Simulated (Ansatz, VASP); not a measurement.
One calculation of SiC, two programs

File POSCAR:

```
SiC
1.0
    0.0000000000      2.0220063149      2.0220063149
    2.0220063149      0.0000000000      2.0220063149
    2.0220063149      2.0220063149      0.0000000000
Si C
1 1
Direct
    0.0000000000      0.0000000000      0.0000000000
    0.2500000000      0.2500000000      0.2500000000
```

Contents of INCAR.step1:

```
ALGO = Normal
EDIFF = 1E-4
ENCUT = 520
GGA = PE
ISMEAR = 0
LASPH = T
LCHARG = F
LREAL = F
LWAVE = T
NBANDS = 11
NELM = 80
PREC = Accurate
SIGMA = 0.05
```

The input INCAR.step2:

```
ALGO = Normal
EDIFF = 1E-6
ENCUT = 520
ISIF = 2
ISMEAR = 0
ISTART = 1
LASPH = T
LCHARG = F
LMIXTAU = T
LREAL = F
LWAVE = F
METAGGA = R2SCAN
NBANDS = 11
NELM = 80
PREC = Accurate
SIGMA = 0.05
```

Contents of KPOINTS:

```
k-points
0
Gamma
  10 10 10
```

Input for Ansatz:

```yaml
crystal:
  lattice:
    - [0.0, 2.0220063149, 2.0220063149]
    - [2.0220063149, 0.0, 2.0220063149]
    - [2.0220063149, 2.0220063149, 0.0]
  atoms:
    - { symbol: Si, position: [0.0, 0.0, 0.0] }
    - { symbol: C, position: [0.25, 0.25, 0.25] }
basis:
  ecutwfc: 500
  ecutrho_ratio: 4
kpoints:
  mp_grid: { grid: [10, 10, 10] }
hamiltonian:
  xc: r2scan
scf:
  occupations: { method: gaussian, width: 0.05 }
output:
  forces: true
  stress: true
  eigenvalues: true
```

Alike in both runs: task single point; functional r2SCAN; k mesh 10 × 10 × 10; occupations gaussian, width 0.05 eV; no spin polarisation.

|  | VASP | Ansatz |
| --- | --- | --- |
| version | VASP 6.6.1 | Ansatz 0.2.0 |
| potentials or method | VASP PAW PBE potentials, release 64 (Si, C), cutoff 520 eV | scalar-relativistic, plane waves, PAW |
| valence electrons in the cell | 8 | 8 |

Ansatz gave:

| Quantity | Value |
| --- | --- |
| gap on the k mesh at the Fermi level (eV) | 1.53 |
| least direct gap on the mesh (eV) | 5.29 |

Which values does VASP return?

gap on the k mesh at the Fermi level (eV): 1.55; least direct gap on the mesh (eV): 5.31.

VASP's potentials were made for PBE, not for r2SCAN. With one functional, cell and mesh, what is left measures potentials, basis and numerics.
